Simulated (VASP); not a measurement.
# Ti12C (a cell with a defect) in VASP: a series of runs

The runs below take Ti12C (a cell with a defect) through single point, with PBE.

Everything below comes from runs of VASP 6.6.1. Logs are shortened: lines on timing, memory, paths and dates and some standing lists are left out, and cuts for length are marked.

## (1) The cell of the first run

The cell holds a defect, 13 atoms: a = 5.900 Å, b = 8.850 Å, c = 4.685 Å, α = 90.00°, β = 90.00°, γ = 120.00°.

## (2) Single point, PBE

INCAR reads:

```
SYSTEM = Ti12C
PREC = Accurate
ENCUT = 520
EDIFF = 1E-6
ISMEAR = 0
SIGMA = 0.15
LREAL = .False.
LASPH = .True.
NELM = 100
ALGO = Normal
ISIF = 2
LWAVE = .False.
LCHARG = .False.
GGA = PE
NBANDS = 86
```

KPOINTS reads:

```
regular mesh
0
Gamma
  4 3 5
  0 0 0
```

POSCAR reads:

```
Ti12C
1.0
    5.9000000000      0.0000000000      0.0000000000
   -4.4250000000      7.6643250000      0.0000000000
    0.0000000000      0.0000000000      4.6846000000
Ti C
12 1
Direct
    0.1007376438      0.0026036672     -0.0101759528
   -0.0214115483      0.1843402393      0.4906339310
   -0.1340846885      0.3590032336     -0.0110948049
    0.2488889207      0.5431547418      0.4899098424
    0.1138203630      0.6890700090     -0.0100879692
    0.2434477521      0.8590309398      0.4895278123
    0.6062251661      0.0170407476     -0.0098070895
    0.4941307540      0.1850578710      0.4913022557
    0.3667973161      0.3597133423     -0.0117533552
    0.7580597000      0.5460433063      0.4899277072
    0.6150708247      0.6997665499     -0.0093366669
    0.7386436791      0.8596454741      0.4904955773
    0.3681846473      0.3611792179      0.4881750826
```

Potentials or basis: VASP PAW PBE potentials, release 64 (Ti_sv, C).

The run is started by

```
$ cat potpaw_PBE.64/Ti_sv/POTCAR potpaw_PBE.64/C/POTCAR > POTCAR
$ mpirun -np 1 vasp_std > vasp.out
```

OUTCAR:

```text
SYSTEM = Ti12C
   PREC = Accurate
   ENCUT = 520
   EDIFF = 1E-6
   ISMEAR = 0
   LREAL = .False.
   LASPH = .True.
   NELM = 100
   ISIF = 2
   GGA = PE

 ion  position               nearest neighbor table
   1  0.101  0.003  0.990-   9 2.74  11 2.78   5 2.81   7 2.92
   2  0.979  0.184  0.491-  13 2.03  12 2.49   4 2.75   8 2.86
   3  0.866  0.359  0.989-   5 2.53   7 2.62
   4  0.249  0.543  0.490-  13 2.05   2 2.75   6 2.81  12 2.85  10 2.91
   5  0.114  0.689  0.990-   3 2.53   6 2.68   6 2.68   1 2.81   7 2.90  11 2.91
   6  0.243  0.859  0.490-   8 2.50   5 2.68   5 2.68   4 2.81  10 2.82  12 2.92
   7  0.606  0.017  0.990-   3 2.62  11 2.83   5 2.90   1 2.92
   8  0.494  0.185  0.491-  13 2.03   6 2.50  10 2.77   2 2.86
   9  0.367  0.360  0.988-  13 2.34  13 2.34  11 2.61   1 2.74
  10  0.758  0.546  0.490-  13 2.05   8 2.77   6 2.82  12 2.83   4 2.91
  11  0.615  0.700  0.991-   9 2.61  12 2.64  12 2.64   1 2.78   7 2.83   5 2.91
  12  0.739  0.860  0.490-   2 2.49  11 2.64  11 2.64  10 2.83   4 2.85   6 2.92
  13  0.368  0.361  0.488-   2 2.03   8 2.03  10 2.05   4 2.05   9 2.34   9 2.34

  LATTYP: Found a simple monoclinic cell.
 ALAT       =     5.9000000000
 B/A-ratio  =     0.7940000000
 C/A-ratio  =     1.3228756849
 COS(beta)  =    -0.1889822323

  Lattice vectors:

 A1 = (   5.9000000000,   0.0000000000,   0.0000000000)
 A2 = (   0.0000000000,   0.0000000000,   4.6846000000)
 A3 = (  -1.4750000000,  -7.6643250000,   0.0000000000)

Analysis of symmetry for initial positions (statically):
=====================================================================
 Subroutine PRICEL returns:
 Original cell was already a primitive cell.

 Routine SETGRP: Setting up the symmetry group for a
 simple monoclinic supercell.

 Subroutine GETGRP returns: Found  1 space group operations
 (whereof  1 operations were pure point group operations)
 out of a pool of  4 trial point group operations.

The static configuration has the point symmetry C_1 .

Analysis of symmetry for dynamics (positions and initial velocities):
=====================================================================
 Subroutine PRICEL returns:
 Original cell was already a primitive cell.

 Routine SETGRP: Setting up the symmetry group for a
 simple monoclinic supercell.

 Subroutine GETGRP returns: Found  1 space group operations
 (whereof  1 operations were pure point group operations)
 out of a pool of  4 trial point group operations.

The dynamic configuration has the point symmetry C_1 .

 Subroutine INISYM returns: Found  1 space group operations
 (whereof  1 operations are pure point group operations),
 and found     1 'primitive' translations

----------------------------------------------------------------------------------------

                                     Primitive cell

  volume of cell :     211.8354

  direct lattice vectors                    reciprocal lattice vectors
     5.900000000  0.000000000  0.000000000     0.169491525  0.097855976  0.000000000
    -4.425000000  7.664325000  0.000000000     0.000000000  0.130474634  0.000000000
     0.000000000  0.000000000  4.684600000     0.000000000  0.000000000  0.213465397

  length of vectors
     5.900000000  8.850000153  4.684600000     0.195711955  0.130474634  0.213465397

  position of ions in fractional coordinates (direct lattice)
     0.100737644  0.002603667  0.989824047
     0.978588452  0.184340239  0.490633931
     0.865915311  0.359003234  0.988905195
     0.248888921  0.543154742  0.489909842
     0.113820363  0.689070009  0.989912031
     0.243447752  0.859030940  0.489527812
     0.606225166  0.017040748  0.990192910
     0.494130754  0.185057871  0.491302256
     0.366797316  0.359713342  0.988246645
     0.758059700  0.546043306  0.489927707
     0.615070825  0.699766550  0.990663333
     0.738643679  0.859645474  0.490495577
     0.368184647  0.361179218  0.488175083

  ion indices of the primitive-cell ions
   primitive index   ion index
                 1           1
                 2           2
                 3           3
                 4           4
                 5           5
                 6           6
                 7           7
                 8           8
                 9           9
                10          10
                11          11
                12          12
                13          13

----------------------------------------------------------------------------------------

 KPOINTS: regular mesh

Automatic generation of k-mesh.
 Grid dimensions read from file:
 generate k-points for:    4    3    5

 Generating k-lattice:

  Cartesian coordinates                     Fractional coordinates (reciprocal lattice)
     0.042372881  0.024463994  0.000000000     0.250000000  0.000000000  0.000000000
     0.000000000  0.043491545  0.000000000     0.000000000  0.333333333  0.000000000
     0.000000000  0.000000000  0.042693079     0.000000000  0.000000000  0.200000000

  Length of vectors
     0.048927989  0.043491545  0.042693079

  Shift w.r.t. Gamma in fractional coordinates (k-lattice)
     0.000000000  0.000000000  0.000000000

 Subroutine IBZKPT returns following result:
 ===========================================

 Found     31 irreducible k-points:

 Following reciprocal coordinates:
            Coordinates               Weight
  0.000000  0.000000  0.000000      1.000000
  0.250000  0.000000  0.000000      2.000000
  0.500000  0.000000  0.000000      1.000000
  0.000000  0.333333  0.000000      2.000000
  0.250000  0.333333  0.000000      2.000000
  0.500000  0.333333  0.000000      2.000000
[... 16 lines left out ...]
  0.500000  0.000000  0.400000      2.000000
  0.000000  0.333333  0.400000      2.000000
 [... further k-points ...]
   k-points           NKPTS =     31   k-points in BZ     NKDIM =     31   number of bands    NBANDS=     86
   number of dos      NEDOS =    301   number of ions     NIONS =     13
   total plane-waves  NPLWV = 120960
   dimension x,y,z NGX =    48 NGY =   70 NGZ =   36
   dimension x,y,z NGXF=    96 NGYF=  140 NGZF=   72
   ions per type =              12   1
   NGX,Y,Z   is equivalent  to a cutoff of  13.53, 13.15, 12.78 a.u.
   NGXF,Y,Z  is equivalent  to a cutoff of  27.05, 26.30, 25.55 a.u.
 SYSTEM =  Ti12C
   PREC   = accura    normal or accurate (medium, high low for compatibility)
   ISTART =      0    job   : 0-new  1-cont  2-samecut
   ICHARG =      2    charge: 1-file 2-atom 10-const
   ISPIN  =      1    spin polarized calculation?
   LNONCOLLINEAR =      F non collinear calculations
   LSORBIT =      F    spin-orbit coupling
   LASPH  =      T    aspherical Exc in radial PAW
   ENCUT  =  520.0 eV  38.22 Ry    6.18 a.u.  10.97 16.46  8.71*2*pi/ulx,y,z
   NELM   =    100;   NELMIN=  2; NELMDL= -5     # of ELM steps
   EDIFF  = 0.1E-05   stopping-criterion for ELM
   LREAL  =      F    real-space projection
   EDIFFG = 0.1E-04   stopping-criterion for IOM
   NSW    =      0    number of steps for IOM
   IBRION =     -1    ionic relax: 0-MD 1-quasi-New 2-CG
   NFREE  =      0    steps in history (QN), initial steepest desc. (CG)
   ISIF   =      2    stress and relaxation
   ISYM   =      2    0-nonsym 1-usesym 2-fastsym
   POTIM  = 0.5000    time-step for ionic-motion
   TEBEG  =    0.0;   TEEND  =   0.0 temperature during run
   PSTRESS=    0.0 pullay stress
   NELECT =     148.0000    total number of electrons
   NUPDOWN=      -1.0000    fix difference up-down
   EMIN   =  10.00;   EMAX   =-10.00  energy-range for DOS
   EFERMI =   0.00;   METHOD = LEGACY
   ISMEAR =     0;   SIGMA  =   0.15  broadening in eV -4-tet -1-fermi 0-gaus
   EFERMI_NEDOS =   21; number of points for ismear=-14 and -15
   IALGO  =     38    algorithm
   IMIX   =      4    mixing-type and parameters
     AMIX     =   0.40;   BMIX     =  1.00
     AMIX_MAG =   1.60;   BMIX_MAG =  1.00
  volume/ion in A,a.u.               =      16.30       109.96
  Fermi-wavevector in a.u.,A,eV,Ry     =   1.452655  2.745121 28.711117  2.110208
  Thomas-Fermi vector in A             =   2.570012
   LORBIT       =      0    0 simple, 1 ext, 2 COOP (PROOUT), +10 PAW based schemes
   GGA     = PE    functional components
   LHFCALC =     F    Hartree Fock is set to
   AEXX    =    0.0000 exact exchange contribution
   IVDW    =     0    specifies the selected vdW correction
   LEPSILON=     F    determine dielectric tensor
   LRPA    =     F    only Hartree local field effects (RPA)
 non-spin polarized calculation
 Gauss-broadening in eV      SIGMA  =   0.15
  energy-cutoff  :      520.00
  volume of cell :      211.84
 maximum number of plane-waves:      5724
 NGX is ok and might be reduce to    48
   NGX = 21   NGY = 33   NGZ = 17

 number of electron     148.0000004 magnetization

 Free energy of the ion-electron system (eV)
  ---------------------------------------------------
  ext. energy  EPLUGINS =         0.00000000
  ---------------------------------------------------
  free energy    TOTEN  =      -103.81849651 eV

  energy without entropy =     -103.66003891  energy(sigma->0) =     -103.73926771

 E-fermi :   8.2479     XC(G=0): -11.5832

 val. band max:        8.2464693711   @ k =  -0.2500   0.3333   0.4000
 cond. band min:       8.2501371518   @ k =   0.2500  -0.3333   0.4000
 fundamental gap:      0.0036677807
 Fermi energy:         8.2478506256

 k-point     1 :       0.0000    0.0000    0.0000
  band No.  band energies     occupation
      1     -48.5133      2.00000
      2     -48.4212      2.00000
      3     -48.3915      2.00000
      4     -48.3642      2.00000
      5     -48.3282      2.00000
      6     -48.3174      2.00000
[... 2125 lines left out ...]
     85       9.3179      0.00000
     86       9.4883      0.00000

 [... further k-points ...]

------------------------ aborting loop because EDIFF is reached ----------------------------------------

  FORCE on cell =-STRESS in cart. coord.  units (eV):
  Direction    XX          YY          ZZ          XY          YZ          ZX
  --------------------------------------------------------------------------------------
  -------------------------------------------------------------------------------------
  Total       -5.2192873     12.6111080     -4.6185143     -0.1728865      0.0164986      0.0033916
  in kB      -39.4751100     95.3817724    -34.9312749     -1.3075953      0.1247842      0.0256521
  external PRESSURE =       6.9917959 kB  Pullay stress =       0.0000000 kB

 VOLUME and BASIS-vectors are now :
 -----------------------------------------------------------------------------
  energy-cutoff  :      520.00
  volume of cell :      211.84
      direct lattice vectors                 reciprocal lattice vectors
     5.900000000  0.000000000  0.000000000     0.169491525  0.097855976  0.000000000
    -4.425000000  7.664325000  0.000000000     0.000000000  0.130474634  0.000000000
     0.000000000  0.000000000  4.684600000     0.000000000  0.000000000  0.213465397

 POSITION                                       TOTAL-FORCE (eV/Angst)
 -----------------------------------------------------------------------------------
      0.58283      0.01996      4.63693        -0.000220     -0.016688      0.000997
      4.95797      1.41284      2.29842        -0.013177      0.009109      0.001841
      3.52031      2.75152      4.63263        -0.001911     -0.015319     -0.000198
     -0.93502      4.16291      2.29503        -0.011549      0.019235      0.000117
     -2.37759      5.28126      4.63734         0.003042      0.006041     -0.000218
     -2.36487      6.58389      2.29324        -0.007320     -0.003745      0.000279
      3.50132      0.13061      4.63866         0.000700     -0.005047      0.000939
      2.09649      1.41834      2.30155         0.012736      0.008224     -0.002359
      0.57237      2.75696      4.62954        -0.003006     -0.008888      0.004651
      2.05631      4.18505      2.29512         0.013673      0.017989      0.000605
      0.53245      5.36324      4.64086        -0.000121     -0.000783     -0.000352
      0.55407      6.58860      2.29778         0.004424     -0.007921     -0.002796
      0.57407      2.76819      2.28690         0.002730     -0.002207     -0.003505
 -----------------------------------------------------------------------------------
    total drift:                                0.000075      0.000144      0.000604

  FREE ENERGIE OF THE ION-ELECTRON SYSTEM (eV)
  ---------------------------------------------------
  free  energy   TOTEN  =      -103.8184965092 eV

  energy  without entropy=     -103.6600389122  energy(sigma->0) =     -103.73926771
```

Run time: 21 min. Hardware: 1 thread of Intel Xeon Platinum 8175M at 2.50GHz (Skylake/Cascade Lake), shared host; peak memory 0.59 GiB.

What came out:

- Free energy: -103.8185 eV
- Pressure: 0.7 GPa
- Largest force: 0.023 eV/Å
- Band gap on the k mesh: zero (bands 74 and 75 overlap by 0.23 eV)

Forces on the atoms (eV/Å):
```
Ti   0.000 -0.017  0.001
Ti  -0.013  0.009  0.002
Ti  -0.002 -0.015  0.000
Ti  -0.012  0.019  0.000
Ti   0.003  0.006  0.000
Ti  -0.007 -0.004  0.000
Ti   0.001 -0.005  0.001
Ti   0.013  0.008 -0.002
Ti  -0.003 -0.009  0.005
Ti   0.014  0.018  0.001
Ti   0.000 -0.001  0.000
Ti   0.004 -0.008 -0.003
C    0.003 -0.002 -0.004
```

Stress tensor (GPa, compression positive):
```
-3.95 -0.13  0.00
-0.13  9.54  0.01
 0.00  0.01 -3.49
```

## (3) Single point, PBE

INCAR reads:

```
SYSTEM = Ti12C
PREC     = Accurate       ! precision mode
ENCUT    = 520            ! plane-wave cutoff, eV
EDIFF    = 1E-7           ! SCF threshold, eV
ISMEAR   = 0              ! smearing method
SIGMA    = 0.15           ! smearing width, eV
LREAL    = .FALSE.        ! projectors in reciprocal space
LASPH    = .TRUE.         ! aspherical terms in the spheres
NELM     = 100            ! most SCF steps
ALGO     = Normal         ! electronic algorithm
ISIF     = 2              ! what is computed and relaxed
LWAVE    = .FALSE.        ! write WAVECAR
LCHARG   = .FALSE.        ! write CHGCAR
GGA      = PE             ! functional
NBANDS   = 86             ! bands
```

KPOINTS reads:

```
regular mesh
0
G
  4 3 5
  0 0 0
```

POSCAR reads:

```
Ti12C
1.0
    5.9000000000      0.0000000000      0.0000000000
   -4.4250000000      7.6643250000      0.0000000000
    0.0000000000      0.0000000000      4.6846000000
Ti C
12 1
Direct
    0.0998856165      0.0025275934      0.0090846339
   -0.0223906997      0.1846788587      0.5051368916
   -0.1350426297      0.3586479193      0.0122023322
    0.2482635347      0.5433220643      0.5092486994
    0.1129656414      0.6889655862      0.0084497967
    0.2424411545      0.8592061733      0.5081273372
    0.6052603641      0.0170362886      0.0078691647
    0.4933514006      0.1853148854      0.5071224788
    0.3666351541      0.3596703407      0.0119576196
    0.7570986363      0.5461618924      0.5089316409
    0.6143814515      0.6997734015      0.0099167286
    0.7379934461      0.8598852584      0.5104735195
    0.3674285297      0.3613881378      0.5127801567
```

Potentials or basis: VASP PAW PBE potentials, release 64 (Ti_sv, C).

The run is started by

```
$ cat potpaw_PBE.64/Ti_sv/POTCAR potpaw_PBE.64/C/POTCAR > POTCAR
$ mpirun -np 1 vasp_std > vasp.out
```

Run time: 26 min. Hardware: 1 thread of Oxide Virtual Turin-like, shared host; peak memory 0.53 GiB.

It converged, with:

```yaml
Free_energy: -103.8183 eV
Pressure: 0.7 GPa
Largest_force: 0.040 eV/Å
Band_gap_on_the_k_mesh: zero (bands 74 and 75 overlap by 0.24 eV)
```

Forces in eV/Å, atoms in the order of the input:
```
Ti  -0.006 -0.005  0.002
Ti   0.007 -0.002  0.008
Ti   0.001  0.010 -0.003
Ti  -0.019  0.026  0.001
Ti   0.000  0.009 -0.004
Ti   0.004 -0.015  0.007
Ti  -0.001 -0.011  0.001
Ti   0.015 -0.008 -0.003
Ti  -0.024 -0.003 -0.001
Ti   0.034  0.022  0.000
Ti  -0.004  0.005 -0.005
Ti  -0.003 -0.011 -0.005
C   -0.005 -0.017  0.002
```

Stress tensor (GPa, compression positive):
```
-3.93 -0.14  0.01
-0.14  9.55 -0.02
 0.01 -0.02 -3.49
```

Levels at points of the mesh, in eV from the Fermi level:
```tsv
k point	band 72	band 73	band 74	band 75	band 76	band 77
(0.00, 0.00, 0.00)	-0.27	-0.19	0.11	0.11	0.26	0.38
(0.50, 0.00, 0.00)	-0.57	-0.12	-0.06	0.12	0.17	0.37
```
